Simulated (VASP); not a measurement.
Write the native input for VASP 6.6.1 that does the following.

| Quantity | Value |
| --- | --- |
| Task | single point |
| Functional | PBE |
| Potentials or basis | VASP PAW PBE potentials, release 64 (Cd) |
| Cutoff | 520 eV |
| k mesh | 15 × 15 × 4 |
| Occupations | fermi-dirac, width 0.1 eV |
| Spin | no spin polarisation |
| Dipole correction | no |
| Further INCAR settings | ALGO = Normal; EDIFF = 1e-06; NBANDS = 32 |

The structure of Cd lies in POSCAR:

```
Cd
1.0
    3.1181535943      0.0000000000      0.0000000000
   -1.5590767971      2.7004002256      0.0000000000
    0.0000000000      0.0000000000      9.9627156060
Cd
4
Direct
    0.0000000000      1.0000000000      0.0000000000
    0.0000000000      0.0000000000      0.5000000000
    0.3333333333      0.6666666667      0.2500000000
    0.6666666667      0.3333333333      0.7500000000
```

These files were run (other wordings do the same):

INCAR

```
SYSTEM = Cd
ALGO = Normal
EDIFF = 1E-6
ENCUT = 520
GGA = PE
ISIF = 2
ISMEAR = -1
LASPH = .TRUE.
LCHARG = .FALSE.
LREAL = .FALSE.
LWAVE = .FALSE.
NBANDS = 32
NELM = 100
PREC = Accurate
SIGMA = 0.1
```

KPOINTS

```
k-points
0
G
  15 15 4
  0 0 0
```

Potentials or basis: VASP PAW PBE potentials, release 64 (Cd).

Command:

```console
$ cat potpaw_PBE.64/Cd/POTCAR > POTCAR
$ mpirun -np 1 vasp_std > vasp.out
```

It gave:

```json
{
 "Pressure": "4.7 GPa",
 "Band gap on the k mesh": "zero (bands 24 and 25 overlap by 2.45 eV)"
}
```

Caveat: the cell stands under pressure.

Wall time 2.8 min on 1 thread of Intel Xeon 8259CL, on a shared host, peak memory 0.3 GiB.
